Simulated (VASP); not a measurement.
# Ru2Se (P4_2/mnm) in VASP: single point with PBE

Aim: the single point of Ru2Se with PBE.

All numbers are computed with VASP 6.6.1; they aren't measurements. Logs are shortened: lines on timing, memory, paths and dates and some standing lists are left out, and cuts for length are marked.

**1. The cell of the first run**

Symmetry: P4_2/mnm, No. 136, tetragonal system. Conventional cell: a = 5.336 Å, b = 5.336 Å, c = 3.756 Å, α = 90.00°, β = 90.00°, γ = 90.00°. Ru (site symmetry m2m) has 3 Se at 2.33 to 2.37 Å and 1 Ru at 2.89 Å within 3.1 Å. Within 3.1 Å of Se (site symmetry mmm) lie 6 Ru at 2.33 to 2.37 Å.

**2. Single point, PBE**

INCAR

```
SYSTEM = Ru2Se
PREC = Accurate
ENCUT = 520
EDIFF = 1E-6
ISMEAR = 0
SIGMA = 0.1
LREAL = .False.
LASPH = .True.
NELM = 80
ALGO = Normal
ISIF = 2
LWAVE = .False.
LCHARG = .True.
GGA = PE
LELF = .True.
LVHAR = .True.
NBANDS = 43
```

KPOINTS

```
Automatic mesh
0
Gamma
  8 8 10
  0 0 0
```

POSCAR

```
Ru2Se
1.0
    5.3363004555      0.0000000000      0.0000000000
    0.0000000000      5.3363004555      0.0000000000
    0.0000000000      0.0000000000      3.7555347072
Ru Se
4 2
Direct
    0.3084594050      0.3084594050      0.0000000000
    0.1915405950      0.8084594050      0.5000000000
    0.6915405950      0.6915405950      0.0000000000
    0.8084594050      0.1915405950      0.5000000000
    0.0000000000      0.0000000000      0.0000000000
    0.5000000000      0.5000000000      0.5000000000
```

Potentials or basis: VASP PAW PBE potentials, release 64 (Ru_pv, Se).

Run with:

```
$ cat potpaw_PBE.64/Ru_pv/POTCAR potpaw_PBE.64/Se/POTCAR > POTCAR
$ mpirun -np 1 vasp_std > vasp.out
```

OUTCAR:

```text
SYSTEM = Ru2Se
   PREC = Accurate
   ENCUT = 520
   EDIFF = 1E-6
   ISMEAR = 0
   LREAL = .False.
   LASPH = .True.
   NELM = 80
   ISIF = 2
   GGA = PE

 ion  position               nearest neighbor table
   1  0.308  0.308  0.000-   5 2.33   6 2.37   6 2.37   3 2.89   4 3.32   2 3.32   4 3.32   2 3.32
                             2 3.32   2 3.32   4 3.32   4 3.32
   2  0.192  0.808  0.500-   6 2.33   5 2.37   5 2.37   4 2.89   1 3.32   1 3.32   3 3.32   3 3.32
                             1 3.32   1 3.32   3 3.32   3 3.32
   3  0.692  0.692  0.000-   5 2.33   6 2.37   6 2.37   1 2.89   4 3.32   2 3.32   4 3.32   2 3.32
                             4 3.32   4 3.32   2 3.32   2 3.32
   4  0.808  0.192  0.500-   6 2.33   5 2.37   5 2.37   2 2.89   3 3.32   1 3.32   3 3.32   1 3.32
                             3 3.32   3 3.32   1 3.32   1 3.32
   5  0.000  0.000  0.000-   1 2.33   3 2.33   2 2.37   4 2.37   2 2.37   4 2.37
   6  0.500  0.500  0.500-   2 2.33   4 2.33   3 2.37   1 2.37   1 2.37   3 2.37

  LATTYP: Found a simple tetragonal cell.
 ALAT       =     5.3363004555
 C/A-ratio  =     0.7037712247

  Lattice vectors:

 A1 = (   5.3363004555,   0.0000000000,   0.0000000000)
 A2 = (   0.0000000000,   5.3363004555,   0.0000000000)
 A3 = (   0.0000000000,   0.0000000000,   3.7555347072)

Analysis of symmetry for initial positions (statically):
=====================================================================
 Subroutine PRICEL returns:
 Original cell was already a primitive cell.

 Routine SETGRP: Setting up the symmetry group for a
 simple tetragonal supercell.

 Subroutine GETGRP returns: Found 16 space group operations
 (whereof  8 operations were pure point group operations)
 out of a pool of 16 trial point group operations.

The static configuration has the point symmetry D_2h.
 The point group associated with its full space group is D_4h.

Analysis of symmetry for dynamics (positions and initial velocities):
=====================================================================
 Subroutine PRICEL returns:
 Original cell was already a primitive cell.

 Routine SETGRP: Setting up the symmetry group for a
 simple tetragonal supercell.

 Subroutine GETGRP returns: Found 16 space group operations
 (whereof  8 operations were pure point group operations)
 out of a pool of 16 trial point group operations.

The dynamic configuration has the point symmetry D_2h.
 The point group associated with its full space group is D_4h.

 Subroutine INISYM returns: Found 16 space group operations
 (whereof  8 operations are pure point group operations),
 and found     1 'primitive' translations

----------------------------------------------------------------------------------------

                                     Primitive cell

  volume of cell :     106.9430

  direct lattice vectors                    reciprocal lattice vectors
     5.336300455  0.000000000  0.000000000     0.187395745  0.000000000  0.000000000
     0.000000000  5.336300455  0.000000000     0.000000000  0.187395745  0.000000000
     0.000000000  0.000000000  3.755534707     0.000000000  0.000000000  0.266273668

  length of vectors
     5.336300455  5.336300455  3.755534707     0.187395745  0.187395745  0.266273668

  position of ions in fractional coordinates (direct lattice)
     0.308459405  0.308459405  0.000000000
     0.191540595  0.808459405  0.500000000
     0.691540595  0.691540595  0.000000000
     0.808459405  0.191540595  0.500000000
     0.000000000  0.000000000  0.000000000
     0.500000000  0.500000000  0.500000000

  ion indices of the primitive-cell ions
   primitive index   ion index
                 1           1
                 2           2
                 3           3
                 4           4
                 5           5
                 6           6

----------------------------------------------------------------------------------------

 KPOINTS: Automatic mesh

Automatic generation of k-mesh.
 Grid dimensions read from file:
 generate k-points for:    8    8   10

 Generating k-lattice:

  Cartesian coordinates                     Fractional coordinates (reciprocal lattice)
     0.023424468  0.000000000  0.000000000     0.125000000  0.000000000  0.000000000
     0.000000000  0.023424468  0.000000000     0.000000000  0.125000000  0.000000000
     0.000000000  0.000000000  0.026627367     0.000000000  0.000000000  0.100000000

  Length of vectors
     0.023424468  0.023424468  0.026627367

  Shift w.r.t. Gamma in fractional coordinates (k-lattice)
     0.000000000  0.000000000  0.000000000

 Subroutine IBZKPT returns following result:
 ===========================================

 Found     90 irreducible k-points:

 Following reciprocal coordinates:
            Coordinates               Weight
  0.000000  0.000000  0.000000      1.000000
  0.125000  0.000000  0.000000      4.000000
  0.250000  0.000000  0.000000      4.000000
  0.375000  0.000000  0.000000      4.000000
  0.500000  0.000000  0.000000      2.000000
  0.125000  0.125000  0.000000      4.000000
[... 16 lines left out ...]
  0.375000  0.125000  0.100000     16.000000
  0.500000  0.125000  0.100000      8.000000
 [... further k-points ...]
   k-points           NKPTS =     90   k-points in BZ     NKDIM =     90   number of bands    NBANDS=     43
   number of dos      NEDOS =    301   number of ions     NIONS =      6
   total plane-waves  NPLWV =  44800
   dimension x,y,z NGX =    40 NGY =   40 NGZ =   28
   dimension x,y,z NGXF=    80 NGYF=   80 NGZF=   56
   ions per type =               4   2
   NGX,Y,Z   is equivalent  to a cutoff of  12.46, 12.46, 12.39 a.u.
   NGXF,Y,Z  is equivalent  to a cutoff of  24.92, 24.92, 24.79 a.u.
 SYSTEM =  Ru2Se
   PREC   = accura    normal or accurate (medium, high low for compatibility)
   ISTART =      0    job   : 0-new  1-cont  2-samecut
   ICHARG =      2    charge: 1-file 2-atom 10-const
   ISPIN  =      1    spin polarized calculation?
   LNONCOLLINEAR =      F non collinear calculations
   LSORBIT =      F    spin-orbit coupling
   LASPH  =      T    aspherical Exc in radial PAW
   ENCUT  =  520.0 eV  38.22 Ry    6.18 a.u.   9.92  9.92  6.98*2*pi/ulx,y,z
   NELM   =     80;   NELMIN=  2; NELMDL= -5     # of ELM steps
   EDIFF  = 0.1E-05   stopping-criterion for ELM
   LREAL  =      F    real-space projection
[... 7 lines left out ...]
   TEBEG  =    0.0;   TEEND  =   0.0 temperature during run
   PSTRESS=    0.0 pullay stress
   NELECT =      68.0000    total number of electrons
   NUPDOWN=      -1.0000    fix difference up-down
   EMIN   =  10.00;   EMAX   =-10.00  energy-range for DOS
   EFERMI =   0.00;   METHOD = LEGACY
   ISMEAR =     0;   SIGMA  =   0.10  broadening in eV -4-tet -1-fermi 0-gaus
   EFERMI_NEDOS =   21; number of points for ismear=-14 and -15
   IALGO  =     38    algorithm
   IMIX   =      4    mixing-type and parameters
     AMIX     =   0.40;   BMIX     =  1.00
     AMIX_MAG =   1.60;   BMIX_MAG =  1.00
  volume/ion in A,a.u.               =      17.82       120.28
  Fermi-wavevector in a.u.,A,eV,Ry     =   1.407755  2.660271 26.963668  1.981774
  Thomas-Fermi vector in A             =   2.529982
   LORBIT       =      0    0 simple, 1 ext, 2 COOP (PROOUT), +10 PAW based schemes
   GGA     = PE    functional components
   LHFCALC =     F    Hartree Fock is set to
   AEXX    =    0.0000 exact exchange contribution
   IVDW    =     0    specifies the selected vdW correction
   LEPSILON=     F    determine dielectric tensor
   LRPA    =     F    only Hartree local field effects (RPA)
 non-spin polarized calculation
 Gauss-broadening in eV      SIGMA  =   0.10
  energy-cutoff  :      520.00
  volume of cell :      106.94
 maximum number of plane-waves:      2908
 NGX is ok and might be reduce to    40
   NGX = 19   NGY = 19   NGZ = 13

 number of electron      68.0000004 magnetization

 Free energy of the ion-electron system (eV)
  ---------------------------------------------------
  ext. energy  EPLUGINS =         0.00000000
  ---------------------------------------------------
  free energy    TOTEN  =       -39.51136604 eV

  energy without entropy =      -39.47861965  energy(sigma->0) =      -39.49499284

 E-fermi :   8.1752     XC(G=0): -11.7410

 val. band max:        8.1734002438   @ k =   0.2500   0.1250   0.5000
 cond. band min:       8.1875171865   @ k =   0.2500   0.0000   0.0000
 fundamental gap:      0.0141169427
 Fermi energy:         8.1751886547

 k-point     1 :       0.0000    0.0000    0.0000
  band No.  band energies     occupation
      1     -34.5191      2.00000
      2     -34.3974      2.00000
      3     -34.3087      2.00000
      4     -34.3087      2.00000
      5     -34.1806      2.00000
      6     -34.1203      2.00000
[... 35 lines left out ...]
     42      13.2369      0.00000
     43      14.5636      0.00000

 k-point     2 :       0.1250    0.0000    0.0000
  band No.  band energies     occupation
      1     -34.5153      2.00000
      2     -34.4039      2.00000
      3     -34.3077      2.00000
      4     -34.3066      2.00000
      5     -34.1787      2.00000
      6     -34.1244      2.00000
[... 35 lines left out ...]
     42      12.9594      0.00000
     43      14.6545      0.00000

 k-point     3 :       0.2500    0.0000    0.0000
  band No.  band energies     occupation
      1     -34.5043      2.00000
      2     -34.4207      2.00000
      3     -34.3052      2.00000
      4     -34.3027      2.00000
      5     -34.1732      2.00000
      6     -34.1329      2.00000
[... 35 lines left out ...]
     42      12.3239      0.00000
     43      14.4018      0.00000

 k-point     4 :       0.3750    0.0000    0.0000
  band No.  band energies     occupation
      1     -34.4871      2.00000
      2     -34.4426      2.00000
      3     -34.3022      2.00000
      4     -34.3001      2.00000
      5     -34.1648      2.00000
      6     -34.1434      2.00000
[... 863 lines left out ...]
     42      12.1716      0.00000
     43      14.2588      0.00000

 k-point    23 :       0.3750    0.1250    0.1000
  band No.  band energies     occupation
      1     -34.4833      2.00000
      2     -34.4438      2.00000
      3     -34.3043      2.00000
      4     -34.3010      2.00000
      5     -34.1636      2.00000
      6     -34.1441      2.00000
[... 35 lines left out ...]
     42      12.3687      0.00000
     43      13.8272      0.00000

 k-point    24 :       0.5000    0.1250    0.1000
  band No.  band energies     occupation
      1     -34.4642      2.00000
      2     -34.4642      2.00000
      3     -34.3020      2.00000
      4     -34.3020      2.00000
      5     -34.1540      2.00000
      6     -34.1540      2.00000
[... 35 lines left out ...]
     42      12.2171      0.00000
     43      14.2992      0.00000

 [... further k-points ...]
[... 5 lines left out ...]
  --------------------------------------------------------------------------------------
  -------------------------------------------------------------------------------------
  Total        0.1445102      0.1445102      0.2142952      0.0000000      0.0000000      0.0000000
  in kB        2.1649946      2.1649946      3.2104848      0.0000000      0.0000000      0.0000000
  external PRESSURE =       2.5134914 kB  Pullay stress =       0.0000000 kB

 VOLUME and BASIS-vectors are now :
 -----------------------------------------------------------------------------
  energy-cutoff  :      520.00
  volume of cell :      106.94
      direct lattice vectors                 reciprocal lattice vectors
     5.336300455  0.000000000  0.000000000     0.187395745  0.000000000  0.000000000
     0.000000000  5.336300455  0.000000000     0.000000000  0.187395745  0.000000000
     0.000000000  0.000000000  3.755534707     0.000000000  0.000000000  0.266273668

 POSITION                                       TOTAL-FORCE (eV/Angst)
 -----------------------------------------------------------------------------------
      1.64603      1.64603      0.00000        -0.000397     -0.000397      0.000000
      1.02212      4.31418      1.87777         0.000397     -0.000397      0.000000
      3.69027      3.69027      0.00000         0.000397      0.000397      0.000000
      4.31418      1.02212      1.87777        -0.000397      0.000397      0.000000
      0.00000      0.00000      0.00000         0.000000      0.000000      0.000000
      2.66815      2.66815      1.87777         0.000000      0.000000      0.000000
 -----------------------------------------------------------------------------------
    total drift:                               -0.000000      0.000000     -0.000000

  FREE ENERGIE OF THE ION-ELECTRON SYSTEM (eV)
  ---------------------------------------------------
  free  energy   TOTEN  =       -39.5113660372 eV

  energy  without entropy=      -39.4786196524  energy(sigma->0) =      -39.49499284
```

It took 4.7 min on 1 thread of Intel Xeon 8259CL, shared host; peak memory 0.42 GiB.

Results:

```
Free energy            : -39.5114 eV
Pressure               : 0.3 GPa
Band gap on the k mesh : zero (bands 34 and 35 overlap by 0.97 eV)
```
